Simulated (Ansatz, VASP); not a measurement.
**Ca in VASP and in Ansatz**

INCAR

```
SYSTEM = Ca
  PREC = Accurate
  ENCUT = 520
  EDIFF = 1E-7
  ISMEAR = 0
  SIGMA = 0.15
  LREAL = .False.
  LASPH = .True.
  NELM = 60
  ALGO = Normal
  ISIF = 2
  LWAVE = .False.
  LCHARG = .True.
  GGA = CA
  LELF = .True.
  LVHAR = .True.
  NBANDS = 11
```

KPOINTS

```
Automatic mesh
0
Gamma
  14 14 14
  0 0 0
```

File POSCAR:

```
Ca
1.0
    3.3142235230      0.0000000000      0.0000000000
    0.0000000000      3.3142235230      0.0000000000
    0.0000000000      0.0000000000      3.5758727485
Ca
1
Direct
    0.0000000000      0.0000000000      0.0000000000
```

Input for Ansatz:

```yaml
crystal:
  lattice:
    - [3.314223523, 0.0, 0.0]
    - [0.0, 3.314223523, 0.0]
    - [0.0, 0.0, 3.5758727485]
  atoms:
    - { symbol: Ca, position: [0.0, 0.0, 0.0] }
basis:
  ecutwfc: 420
kpoints:
  mp_grid: { grid: [14, 14, 14] }
hamiltonian:
  xc: lda
scf:
  occupations: { method: gaussian, width: 0.15 }
output:
  forces: true
  stress: true
  eigenvalues: true
```

Change from the starting cell: strain -0.050 along x and y, +0.025 along z, atoms carried along.

Alike in both runs: task single point; functional LDA; k mesh 14 × 14 × 14; occupations gaussian, width 0.15 eV; no spin polarisation.

|  | VASP | Ansatz |
| --- | --- | --- |
| version | VASP 6.6.1 | Ansatz 0.2.0 |
| potentials or method | VASP PAW LDA potentials, release 64 (Ca_sv), cutoff 520 eV | scalar-relativistic, plane waves, PAW |
| valence electrons in the cell | 10 | 10 |

Ansatz gave:

```
gap on the k mesh at the Fermi level (eV)                     : none
pressure (GPa)                                                : -0.2
traceless stress, the component that is largest in VASP (GPa) : -2.82
```

Question: Which values does VASP return?

Answer: gap on the k mesh at the Fermi level (eV): none; pressure (GPa): -0.3; traceless stress, the component that is largest in VASP (GPa): -2.83.

LDA's correlation is that of Perdew and Zunger in VASP and of Perdew and Wang (1992) in Ansatz. A gap of «none» marks a metal or a gap that the smearing closes.
